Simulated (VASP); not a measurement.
Wanted: the native input for a VASP 6.6.1 run.

| Quantity | Value |
| --- | --- |
| Task | single point |
| Functional | PBEsol |
| Potentials or basis | VASP PAW PBE potentials, release 64 (Co) |
| Cutoff | 520 eV |
| k mesh | 24 × 24 × 14 |
| Occupations | gaussian, width 0.15 eV |
| Spin | collinear spin, ferromagnetic start |
| Starting moments | [1.91, 1.91] μB |
| Dipole correction | no |
| Further INCAR settings | ALGO = Fast; EDIFF = 1e-06; NBANDS = 20 |

The structure of Co lies in POSCAR:

```
Co
1.0
    2.5574680757      0.0000000000      0.0000000000
   -1.2787340378      2.2148323229      0.0000000000
    0.0000000000      0.0000000000      3.8435834778
Co
2
Direct
    0.6666666667      0.3333333333      0.2598610000
    0.3333333333      0.6666666667      0.7401390000
```

This cell differs from its parent crystal: ratio of the length along z to the lengths across it x 0.92, volume and fractional coordinates fixed.

These files were run (other wordings do the same):

INCAR

```
SYSTEM = Co
PREC = Accurate ; ENCUT = 520
EDIFF = 1E-6 ; ISMEAR = 0
SIGMA = 0.15 ; LREAL = .False.
LASPH = .True. ; NELM = 150
ALGO = Fast ; ISIF = 2
LWAVE = .False. ; LCHARG = .False.
ISPIN = 2 ; MAGMOM = 1.91 1.91
LORBIT = 11 ; LMAXMIX = 4
GGA = PS ; NBANDS = 20
```

KPOINTS

```
Automatic mesh
0
Gamma
  24 24 14
  0 0 0
```

Potentials or basis: VASP PAW PBE potentials, release 64 (Co).

Command:

```sh
$ cat potpaw_PBE.64/Co/POTCAR > POTCAR
$ mpirun -np 1 vasp_std > vasp.out
```

Results of the run:

```json
{"Pressure": "-9.1 GPa", "Largest force": "0.660 eV/Å", "Net moment": "3.18 μB per cell", "Site moments": "Co +1.61 μB", "Valence electrons inside the program's atomic spheres": "Co 8.28"}
```

Caveat: the PAW data sets were made with another functional, which shifts forces and pressure a little.

Run time: 15 min on 1 thread of AMD EPYC 7R13 (shared host), peak memory 0.5 GiB.
